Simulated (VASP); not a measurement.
Wanted: the native input for a VASP 6.6.1 run.

- Task: single point
- Functional: LDA
- Potentials or basis: VASP PAW LDA potentials, release 64 (Na_pv, H)
- Cutoff: 520 eV
- k mesh: 4 × 4 × 4
- Occupations: gaussian, width 0.01 eV
- Spin: no spin polarisation
- Dipole correction: no
- Further INCAR settings: ALGO = Normal; EDIFF = 1e-06; NBANDS = 11

The structure of NaH lies in POSCAR:

```
NaH
1.0
    2.9323911888      0.0000000000      0.0000000000
    0.0000000000      2.9323911888      0.0000000000
    0.0000000000      0.0000000000      2.9323911888
Na H
1 1
Direct
    0.0000000000      0.0000000000      0.0000000000
    0.5000000000      0.5000000000      0.5000000000
```

One way to write it, as run:

INCAR

```
SYSTEM = NaH
PREC = Accurate
ENCUT = 520
EDIFF = 1E-6
ISMEAR = 0
SIGMA = 0.01
LREAL = .FALSE.
LASPH = .TRUE.
NELM = 80
ALGO = Normal
ISIF = 2
LWAVE = .FALSE.
LCHARG = .FALSE.
GGA = CA
NBANDS = 11
```

KPOINTS

```
regular mesh
0
G
  4 4 4
  0 0 0
```

Potentials or basis: VASP PAW LDA potentials, release 64 (Na_pv, H).

Launch:

```console
$ cat potpaw_LDA.64/Na_pv/POTCAR potpaw_LDA.64/H/POTCAR > POTCAR
$ mpirun -np 1 vasp_std > vasp.out
```

Results of the run:

| Item | Value |
| --- | --- |
| Pressure | -1.4 GPa |
| Band gap on the k mesh | 0.53 eV (least direct gap 4.18 eV) |

Caveat: the k points lie up to 0.54 Å⁻¹ apart; the structure was generated, so it needn't be the stable form of NaH.

Wall time 3 s on 1 thread of Intel Xeon 8259CL, on a shared host, peak memory 0.12 GiB.
